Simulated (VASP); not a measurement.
Wanted: the native input for a VASP 6.6.1 run.

| Quantity | Value |
| --- | --- |
| Task | single point |
| Functional | PBEsol |
| Potentials or basis | VASP PAW PBE potentials, release 64 (Cd, F) |
| Cutoff | 520 eV |
| k mesh | 7 × 7 × 7 |
| Occupations | gaussian, width 0.005 eV |
| Spin | no spin polarisation |
| Dipole correction | no |
| Further INCAR settings | ALGO = Normal; EDIFF = 1e-07; NBANDS = 20 |

The structure of CdF2 lies in POSCAR:

```
CdF2
1.0
    0.0000000000      2.6940000000      2.6940000000
    2.6940000000      0.0000000000      2.6940000000
    2.6940000000      2.6940000000      0.0000000000
Cd F
1 2
Direct
    0.0000000000      0.0000000000      0.0000000000
    0.7500000000      0.7500000000      0.7500000000
    0.2500000000      0.2500000000      0.2500000000
```

The input as run:

INCAR

```
PREC     = Accurate       # precision mode
ENCUT    = 520            # plane-wave cutoff, eV
EDIFF    = 1E-7           # SCF threshold, eV
ISMEAR   = 0              # smearing method
SIGMA    = 0.005          # smearing width, eV
LREAL    = F              # projectors in reciprocal space
LASPH    = T              # aspherical terms in the spheres
NELM     = 100            # most SCF steps
ALGO     = Normal         # electronic algorithm
ISIF     = 2              # what is computed and relaxed
LWAVE    = F              # write WAVECAR
LCHARG   = T              # write CHGCAR
GGA      = PS             # functional
LELF     = T              # ELF
LVHAR    = T            
NBANDS   = 20             # bands
```

KPOINTS

```
Automatic mesh
0
Gamma
  7 7 7
```

Potentials or basis: VASP PAW PBE potentials, release 64 (Cd, F).

Run with:

```sh
$ cat potpaw_PBE.64/Cd/POTCAR potpaw_PBE.64/F/POTCAR > POTCAR
$ mpirun -np 1 vasp_std > vasp.out
```

It gave:

```json
{"Pressure": "0.5 GPa", "Band gap on the k mesh": "2.96 eV (least direct gap 3.39 eV)"}
```

Caveat: the PAW data sets were made with another functional, which shifts forces and pressure a little; an odd mesh through Γ misses points on the zone boundary, where band edges can lie.

Run time: 17 s on 1 thread of AMD EPYC 7R43 64-Core Processor (Zen 3), on a shared host, peak memory 0.12 GiB.
